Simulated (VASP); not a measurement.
# V3Si (Pm-3n) in VASP: relaxation of cell and atoms with PBE

Aim: the relaxation of cell and atoms of V3Si with PBE.

Everything below comes from runs of VASP 6.6.1. Logs are shortened: lines on timing, memory, paths and dates and some standing lists are left out, and cuts for length are marked.

## 1. The cell of the first run

The structure is cubic, space group Pm-3n (No. 223). Conventional cell: a = 4.732 Å, b = 4.732 Å, c = 4.732 Å, α = 90.00°, β = 90.00°, γ = 90.00°. Within 3.1 Å of V (site symmetry -4m2) lie 10 V at 2.37 to 2.90 Å and 4 Si at 2.65 Å. Within 3.5 Å of Si (site symmetry m-3) lie 12 V at 2.65 Å.

## 2. Relaxation of cell and atoms, PBE, collinear spin, antiferromagnetic start, target pressure 10 GPa, at which the enthalpy is minimised

INCAR

```
SYSTEM = V3Si
PREC = Accurate
ENCUT = 500
EDIFF = 1E-7
ISMEAR = -1
SIGMA = 0.1
LREAL = .FALSE.
LASPH = .TRUE.
NELM = 200
ALGO = Normal
ISIF = 3
LWAVE = .FALSE.
LCHARG = .FALSE.
ISPIN = 2
MAGMOM = 1.5 -1.5 1.5 -1.5 1.5 -1.5 0 0
LORBIT = 11
LMAXMIX = 4
GGA = PE
IBRION = 2
NSW = 100
EDIFFG = -0.03
PSTRESS = 100.0
GGA_COMPAT = .FALSE.
NELMIN = 4
KPAR = 4
```

KPOINTS

```
regular mesh
0
G
  5 5 5
  0 0 0
```

POSCAR

```
V3Si
1.0
    4.7320000000      0.0000000000      0.0000000000
    0.0000000000      4.7320000000      0.0000000000
    0.0000000000      0.0000000000      4.7320000000
V Si
6 2
Direct
    0.2500000000      0.0000000000      0.5000000000
    0.5000000000      0.7500000000      0.0000000000
    0.7500000000      0.0000000000      0.5000000000
    0.5000000000      0.2500000000      0.0000000000
    0.0000000000      0.5000000000      0.7500000000
    0.0000000000      0.5000000000      0.2500000000
    0.0000000000      0.0000000000      0.0000000000
    0.5000000000      0.5000000000      0.5000000000
```

Potentials or basis: VASP PAW PBE potentials, release 64 (V_sv, Si).

The run is started by

```
> cat potpaw_PBE.64/V_sv/POTCAR potpaw_PBE.64/Si/POTCAR > POTCAR
> mpirun -np 4 vasp_std > vasp.out
```

OUTCAR:

```text
SYSTEM = V3Si
   PREC = Accurate
   ENCUT = 500
   EDIFF = 1E-7
   ISMEAR = -1
   LREAL = .FALSE.
   LASPH = .TRUE.
   NELM = 200
   ISIF = 3
   ISPIN = 2
   LORBIT = 11
   GGA = PE
   IBRION = 2
   NSW = 100
   EDIFFG = -0.03
   PSTRESS = 100.0
   NELMIN = 4

 ion  position               nearest neighbor table
   1  0.250  0.000  0.500-   3 2.37   3 2.37   8 2.65   7 2.65   8 2.65   7 2.65   4 2.90   2 2.90
                             4 2.90   5 2.90   5 2.90   6 2.90   6 2.90   2 2.90
   2  0.500  0.750  0.000-   4 2.37   4 2.37   8 2.65   8 2.65   7 2.65   7 2.65   1 2.90   1 2.90
                             3 2.90   5 2.90   6 2.90   5 2.90   6 2.90   3 2.90
   3  0.750  0.000  0.500-   1 2.37   1 2.37   8 2.65   7 2.65   8 2.65   7 2.65   4 2.90   2 2.90
                             4 2.90   5 2.90   5 2.90   6 2.90   6 2.90   2 2.90
   4  0.500  0.250  0.000-   2 2.37   2 2.37   8 2.65   8 2.65   7 2.65   7 2.65   3 2.90   1 2.90
                             3 2.90   5 2.90   6 2.90   5 2.90   6 2.90   1 2.90
   5  0.000  0.500  0.750-   6 2.37   6 2.37   8 2.65   7 2.65   7 2.65   8 2.65   3 2.90   4 2.90
                             1 2.90   3 2.90   1 2.90   2 2.90   4 2.90   2 2.90
   6  0.000  0.500  0.250-   5 2.37   5 2.37   8 2.65   7 2.65   7 2.65   8 2.65   3 2.90   4 2.90
                             1 2.90   3 2.90   1 2.90   2 2.90   4 2.90   2 2.90
   7  0.000  0.000  0.000-   1 2.65   2 2.65   3 2.65   4 2.65   5 2.65   6 2.65   1 2.65   3 2.65
                             5 2.65   6 2.65   2 2.65   4 2.65
   8  0.500  0.500  0.500-   1 2.65   2 2.65   3 2.65   4 2.65   5 2.65   6 2.65   2 2.65   4 2.65
                             1 2.65   3 2.65   5 2.65   6 2.65

  LATTYP: Found a simple cubic cell.
 ALAT       =     4.7320000000

  Lattice vectors:

 A1 = (   4.7320000000,   0.0000000000,   0.0000000000)
 A2 = (   0.0000000000,   4.7320000000,   0.0000000000)
 A3 = (   0.0000000000,   0.0000000000,   4.7320000000)

Analysis of symmetry for initial positions (statically):
=====================================================================
 Subroutine PRICEL returns:
 Original cell was already a primitive cell.

 Routine SETGRP: Setting up the symmetry group for a
 simple cubic supercell.

 Subroutine GETGRP returns: Found 48 space group operations
 (whereof 24 operations were pure point group operations)
 out of a pool of 48 trial point group operations.

The static configuration has the point symmetry T_h .
 The point group associated with its full space group is O_h .

Analysis of symmetry for dynamics (positions and initial velocities):
=====================================================================
 Subroutine PRICEL returns:
 Original cell was already a primitive cell.

 Routine SETGRP: Setting up the symmetry group for a
 simple cubic supercell.

 Subroutine GETGRP returns: Found 48 space group operations
 (whereof 24 operations were pure point group operations)
 out of a pool of 48 trial point group operations.

The dynamic configuration has the point symmetry T_h .
 The point group associated with its full space group is O_h .

Analysis of structural, dynamic, and magnetic symmetry:
=====================================================================
[... 148 lines left out ...]
 spin polarized calculation
  energy-cutoff  :      500.00
  volume of cell :      105.96
 maximum number of plane-waves:      2721
 NGX is ok and might be reduce to    36
   NGX = 17   NGY = 17   NGZ = 17

--------------------------------------- Ionic step        1  -------------------------------------------

 number of electron      86.0000095 magnetization      -0.0000000

 number of electron      86.0000095 magnetization       0.0000000

 Free energy of the ion-electron system (eV)
  ---------------------------------------------------
  ext. energy  EPLUGINS =         0.00000000
  ---------------------------------------------------
  free energy    TOTEN  =       -68.70006866 eV

  energy without entropy =      -68.33612462  energy(sigma->0) =      -68.51809664

------------------------ aborting loop because EDIFF is reached ----------------------------------------

  FORCE on cell =-STRESS in cart. coord.  units (eV):
  Direction    XX          YY          ZZ          XY          YZ          ZX
  --------------------------------------------------------------------------------------
  -------------------------------------------------------------------------------------
  Total       -2.1876417     -2.1876417     -2.1876133      0.0000000      0.0000000      0.0000000
  in kB      -33.0790145    -33.0790145    -33.0785853      0.0000000      0.0000000      0.0000000
  external PRESSURE =    -133.0788715 kB  Pullay stress =     100.0000000 kB
[... 125 lines left out ...]
 number of electron      85.9999981 magnetization      -0.0000000

 number of electron      85.9999981 magnetization       0.0000000

 Free energy of the ion-electron system (eV)
  ---------------------------------------------------
  ext. energy  EPLUGINS =         0.00000000
  ---------------------------------------------------
  free energy    TOTEN  =       -68.57766711 eV

  energy without entropy =      -68.22332368  energy(sigma->0) =      -68.40049539

 E-fermi :  10.9173     XC(G=0): -12.9534

 val. band max:       10.9068422384   @ k =   0.4000   0.4000   0.4000
 cond. band min:      10.9249737795   @ k =   0.4000   0.4000   0.0000
 fundamental gap:      0.0181315411
 Fermi energy:        10.9172989882

 spin component 1

 k-point     1 :       0.0000    0.0000    0.0000
  band No.  band energies     occupation
      1     -52.8273      1.00000
      2     -52.7340      1.00000
      3     -52.7340      1.00000
      4     -52.4847      1.00000
      5     -52.4847      1.00000
      6     -52.4847      1.00000
[... 961 lines left out ...]
     50      12.9803      0.00000
     51      13.0994      0.00000
 Fermi energy:        10.9172989882

 spin component 2

 k-point     1 :       0.0000    0.0000    0.0000
  band No.  band energies     occupation
      1     -52.8273      1.00000
      2     -52.7340      1.00000
      3     -52.7340      1.00000
      4     -52.4847      1.00000
      5     -52.4847      1.00000
      6     -52.4847      1.00000
[... 1000 lines left out ...]
  energy  without entropy=      -68.2233236826  energy(sigma->0) =      -68.40049539

  enthalpy is  TOTEN    =       -62.3746425790 eV   P V=        6.2030245276

 reached required accuracy - stopping structural energy minimisation

 total charge

# of ion       s       p       d       tot
------------------------------------------
    1        2.312   6.252   3.211  11.775
    2        2.312   6.252   3.211  11.775
    3        2.312   6.252   3.211  11.775
    4        2.312   6.252   3.211  11.775
    5        2.312   6.252   3.211  11.775
    6        2.312   6.252   3.211  11.775
    7        0.732   0.985   0.000   1.717
    8        0.732   0.985   0.000   1.717
--------------------------------------------------
tot         15.335  39.482  19.267  74.085

 magnetization (x)

# of ion       s       p       d       tot
------------------------------------------
    1        0.000   0.000  -0.000  -0.000
    2       -0.000  -0.000   0.000   0.000
    3        0.000   0.000  -0.000  -0.000
    4       -0.000  -0.000   0.000   0.000
    5       -0.000  -0.000   0.000   0.000
    6        0.000   0.000  -0.000  -0.000
    7        0.000   0.000   0.000   0.000
    8       -0.000  -0.000   0.000  -0.000
--------------------------------------------------
tot          0.000   0.000   0.000   0.000
```

CONTCAR:

```text
V3Si
   1.00000000000000
     4.6320298581196182    0.0000000000000000    0.0000000000000000
     0.0000000000000000    4.6320298581196182    0.0000000000000000
     0.0000000000000000    0.0000000000000000    4.6320301805859412
  V               Si
     6     2
Direct
     0.2500000095764190    0.0000000000000000    0.5000000004582545
     0.5000000000000000    0.7500000095764190    0.0000000004582546
     0.7499999904235810    0.0000000000000000    0.5000000004582545
     0.5000000000000000    0.2499999904235810    0.0000000004582546
     0.0000000000000000    0.5000000000000000    0.7500000091466471
     0.0000000000000000    0.5000000000000000    0.2500000091466471
     0.0000000000000000    0.0000000000000000    0.9999999899368436
     0.5000000000000000    0.5000000000000000    0.4999999899368436

  0.00000000E+00  0.00000000E+00  0.00000000E+00
  0.00000000E+00  0.00000000E+00  0.00000000E+00
  0.00000000E+00  0.00000000E+00  0.00000000E+00
  0.00000000E+00  0.00000000E+00  0.00000000E+00
  0.00000000E+00  0.00000000E+00  0.00000000E+00
  0.00000000E+00  0.00000000E+00  0.00000000E+00
  0.00000000E+00  0.00000000E+00  0.00000000E+00
  0.00000000E+00  0.00000000E+00  0.00000000E+00
```

Run time: 6 min. Hardware: 4 MPI ranks of Oxide Virtual Turin-like, shared host; peak memory 0.3 GiB.

Results:

- Free energy: -68.5777 eV
- Relaxed volume: 12.42 Å³/atom
- Relaxed cell: a = 4.632 Å, b = 4.632 Å, c = 4.632 Å, α = 90.00°, β = 90.00°, γ = 90.00°
- Space group after relaxing (to 0.1 Å): Pm-3n (No. 223)
- Energy change on relaxing (the run minimises the enthalpy): +15.3 meV/atom
- Ionic steps: 4
- Pressure after relaxing: 10.0 GPa
- Band gap on the k mesh: zero (filled and empty bands overlap)
- Net moment: 0.00 μB per cell
- Valence electrons inside the program's atomic spheres: V 11.78; Si 1.72

The path:
| step | energy change (eV) | largest force (eV/Å) | pressure (GPa) | volume (Å³) |
| --- | --- | --- | --- | --- |
| 1 | 0.0000 | 0.0000 | -3.31 | 105.96 |
| 2 | 1.4687 | 0.0000 | 37.99 | 89.97 |
| 3 | 0.1126 | 0.0000 | 9.58 | 99.54 |
| 4 | 0.1224 | 0.0000 | 9.96 | 99.38 |

Final structure:
```yaml
crystal:
  lattice:
    - [4.63203, 0.00000, 0.00000]
    - [0.00000, 4.63203, 0.00000]
    - [0.00000, 0.00000, 4.63203]
  atoms:
    - { symbol: V, position: [0.25000, 0.00000, 0.50000] }
    - { symbol: V, position: [0.50000, 0.75000, 0.00000] }
    - { symbol: V, position: [0.75000, 0.00000, 0.50000] }
    - { symbol: V, position: [0.50000, 0.25000, 0.00000] }
    - { symbol: V, position: [0.00000, 0.50000, 0.75000] }
    - { symbol: V, position: [0.00000, 0.50000, 0.25000] }
    - { symbol: Si, position: [0.00000, 0.00000, 0.00000] }
    - { symbol: Si, position: [0.50000, 0.50000, 0.50000] }
```

Caveat: the cell is relaxed towards a set pressure, so the run minimises the enthalpy, not the energy; the moments typed at the start vanished in this run.
